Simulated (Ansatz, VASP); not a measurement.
# One calculation of MoS2, two programs

The input INCAR:

```
SYSTEM = MoS2
PREC     = Accurate       ! precision mode
ENCUT    = 520            ! plane-wave cutoff, eV
EDIFF    = 1E-6           ! SCF threshold, eV
ISMEAR   = 0              ! smearing method
SIGMA    = 0.05           ! smearing width, eV
LREAL    = .FALSE.        ! projectors in reciprocal space
LASPH    = .TRUE.         ! aspherical terms in the spheres
NELM     = 80             ! most SCF steps
ALGO     = Normal         ! electronic algorithm
ISIF     = 2              ! what is computed and relaxed
LWAVE    = .FALSE.        ! write WAVECAR
LCHARG   = .FALSE.        ! write CHGCAR
GGA      = PE             ! functional
IVDW     = 12             ! dispersion correction
NBANDS   = 35             ! bands
```

KPOINTS

```
Automatic mesh
0
G
  12 12 4
  0 0 0
```

POSCAR

```
MoS2
1.0
    2.9919000000      0.0000000000      0.0000000000
   -1.4959500000      2.5910614056      0.0000000000
    0.0000000000      0.0000000000     12.7490000000
Mo S
2 4
Direct
    0.6666666667      0.3333333333      0.2501439769
    0.3333333333      0.6666666667      0.7498560231
    0.3333333333      0.6666666667      0.3795985159
    0.6666666667      0.3333333333      0.8793132861
    0.3333333333      0.6666666667      0.1206867139
    0.6666666667      0.3333333333      0.6204014841
```

Input for Ansatz:

```yaml
crystal:
  lattice:
    - [2.9919, 0.0, 0.0]
    - [-1.49595, 2.5910614056, 0.0]
    - [0.0, 0.0, 12.749]
  atoms:
    - { symbol: Mo, position: [0.6666666667, 0.3333333333, 0.2501439769] }
    - { symbol: Mo, position: [0.3333333333, 0.6666666667, 0.7498560231] }
    - { symbol: S, position: [0.3333333333, 0.6666666667, 0.3795985159] }
    - { symbol: S, position: [0.6666666667, 0.3333333333, 0.8793132861] }
    - { symbol: S, position: [0.3333333333, 0.6666666667, 0.1206867139] }
    - { symbol: S, position: [0.6666666667, 0.3333333333, 0.6204014841] }
basis:
  ecutwfc: 420
kpoints:
  mp_grid: { grid: [12, 12, 4] }
hamiltonian:
  xc: pbe
  pseudopotentials: { kind: paw, azcp: { folder: soft_1 } }
  dispersion: d3bj
scf:
  occupations: { method: gaussian, width: 0.05 }
output:
  forces: true
  stress: true
  eigenvalues: true
```

Alike in both runs: task single point; functional PBE; dispersion D3(BJ); k mesh 12 × 12 × 4; occupations gaussian, width 0.05 eV; no spin polarisation.

|  | VASP | Ansatz |
| --- | --- | --- |
| version | VASP 6.6.1 | Ansatz 0.2.0 |
| potentials or method | VASP PAW PBE potentials, release 64 (Mo_sv, S), cutoff 520 eV | scalar-relativistic, plane waves, PAW |
| valence electrons in the cell | 52 | 52 |

VASP gave:

* gap on the k mesh at the Fermi level (eV): 1.02
* least direct gap on the mesh (eV): 1.81
* pressure (GPa): 7.4
* traceless stress, the component that is largest in VASP (GPa): -13.92
* rms of the force components (eV/Å): 0.217

Question: Estimate Ansatz's values.

Answer: gap on the k mesh at the Fermi level (eV): 1.02; least direct gap on the mesh (eV): 1.81; pressure (GPa): 7.5; traceless stress, the component that is largest in VASP (GPa): -13.83; rms of the force components (eV/Å): 0.210.

Atom by atom the forces differ by 0.007 eV/Å (rms over components).
